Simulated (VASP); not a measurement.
Wanted: the native input for a VASP 6.6.1 run.

```yaml
Task: single point
Functional: r2SCAN
Potentials_or_basis: VASP PAW PBE potentials, release 64 (Ni)
Cutoff: 520 eV
k_mesh: 15 × 15 × 15
Occupations: methfessel-paxton, width 0.6 eV
Spin: collinear spin, ferromagnetic start
Starting_moments: "[0.807] μB"
Dipole_correction: no
Further_INCAR_settings: ALGO = Normal; EDIFF = 1e-06; NBANDS = 15
```

Ni:

```
CELL_PARAMETERS angstrom
0.00000 1.73807 1.73807
1.73807 0.00000 1.73807
1.73807 1.73807 0.00000
ATOMIC_POSITIONS crystal
Ni 0.00000 0.00000 0.00000
```

One way to write it, as run:

POSCAR

```
Ni
1.0
    0.0000000000      1.7380692641      1.7380692641
    1.7380692641      0.0000000000      1.7380692641
    1.7380692641      1.7380692641      0.0000000000
Ni
1
Direct
    0.0000000000      0.0000000000      0.0000000000
```

INCAR.step1

```
SYSTEM = Ni
PREC = Accurate ; ENCUT = 520
ISMEAR = 1 ; SIGMA = 0.6
LREAL = .FALSE. ; LASPH = .TRUE.
NELM = 150 ; ISPIN = 2
MAGMOM = 0.807 ; LMAXMIX = 4
NBANDS = 15 ; GGA = PE
ALGO = Normal ; EDIFF = 1E-4
LWAVE = .TRUE. ; LCHARG = .FALSE.
```

INCAR.step2

```
SYSTEM = Ni
PREC = Accurate ; ENCUT = 520
EDIFF = 1E-6 ; ISMEAR = 1
SIGMA = 0.6 ; LREAL = .FALSE.
LASPH = .TRUE. ; NELM = 150
ALGO = Normal ; ISIF = 2
LWAVE = .FALSE. ; LCHARG = .FALSE.
ISPIN = 2 ; MAGMOM = 0.807
LORBIT = 11 ; LMAXMIX = 4
METAGGA = R2SCAN ; LMIXTAU = .TRUE.
NBANDS = 15 ; ISTART = 1
```

KPOINTS

```
regular mesh
0
G
  15 15 15
  0 0 0
```

Potentials or basis: VASP PAW PBE potentials, release 64 (Ni).

The run is started by

```bash
$ cat potpaw_PBE.64/Ni/POTCAR > POTCAR
$ cp INCAR.step1 INCAR
$ mpirun -np 1 vasp_std > vasp.out
$ cp INCAR.step2 INCAR
$ mpirun -np 1 vasp_std > vasp.out
```

It gave:

```json
{
 "Pressure": "0.7 GPa",
 "Net moment": "0.73 μB per cell",
 "Site moments": "Ni +0.74 μB",
 "Valence electrons inside the program's atomic spheres": "Ni 9.41"
}
```

Caveat: the PAW data sets were made with another functional, which shifts forces and pressure a little.

Run time: 2.1 min on 1 thread of Intel(R) Xeon(R) Platinum 8259CL CPU @ 2.50GHz (Skylake/Cascade Lake) (shared host), peak memory 0.15 GiB.
